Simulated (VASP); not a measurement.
Write the native input for VASP 6.6.1 that does the following.

```
Task                   : single point
Functional             : BLYP
Potentials or basis    : VASP PAW PBE potentials, release 64 (Te, Mo_sv)
Cutoff                 : 520 eV
k mesh                 : 4 × 8 × 2
Occupations            : fermi-dirac, width 0.05 eV
Spin                   : no spin polarisation
Dipole correction      : no
Further INCAR settings : ALGO = Normal; EDIFF = 1e-06; NBANDS = 64
```

The structure of Te2Mo lies in POSCAR:

```
Te2Mo
1.0
    6.3300000000      0.0000000000      0.0000000000
    0.0000000000      3.4690000000      0.0000000000
   -0.9467947088      0.0000000000     13.8276237937
Te Mo
8 4
Direct
    0.9437000000      0.7500000000      0.6045000000
    0.0563000000      0.2500000000      0.3955000000
    0.9030000000      0.2500000000      0.8514000000
    0.0970000000      0.7500000000      0.1486000000
    0.4112000000      0.7500000000      0.8955000000
    0.5888000000      0.2500000000      0.1045000000
    0.4432000000      0.2500000000      0.6484000000
    0.5568000000      0.7500000000      0.3516000000
    0.8167000000      0.7500000000      0.9926000000
    0.1833000000      0.2500000000      0.0074000000
    0.6819000000      0.2500000000      0.4934000000
    0.3181000000      0.7500000000      0.5066000000
```

The input as run:

INCAR

```
SYSTEM = Te2Mo
AGGAC = 1.0 ; AGGAX = 1.0
ALDAC = 0.0 ; ALDAX = 1.0
ALGO = Normal ; EDIFF = 1E-6
ENCUT = 520 ; GGA = B5
ISIF = 2 ; ISMEAR = -1
LASPH = .True. ; LCHARG = .True.
LELF = .True. ; LREAL = .False.
LVHAR = .True. ; LWAVE = .False.
NBANDS = 64 ; NELM = 100
PREC = Accurate ; SIGMA = 0.05
```

KPOINTS

```
k-points
0
Gamma
  4 8 2
  0 0 0
```

Potentials or basis: VASP PAW PBE potentials, release 64 (Te, Mo_sv).

The run is started by

```bash
$ cat potpaw_PBE.64/Te/POTCAR potpaw_PBE.64/Mo_sv/POTCAR > POTCAR
$ mpirun -np 1 vasp_std > vasp.out
```

Results of the run:

```
Pressure               : 8.9 GPa
Largest force          : 0.567 eV/Å
Band gap on the k mesh : zero (bands 52 and 53 overlap by 0.17 eV)
```

Caveat: the cell stands under pressure; the PAW data sets were made with another functional, which shifts forces and pressure a little; spin-orbit coupling is left out, which moves the levels of the heavy elements.

Wall time 8.2 min on 1 thread of AMD EPYC 9R45 96-Core Processor (Zen 5), on a shared host, peak memory 0.61 GiB.
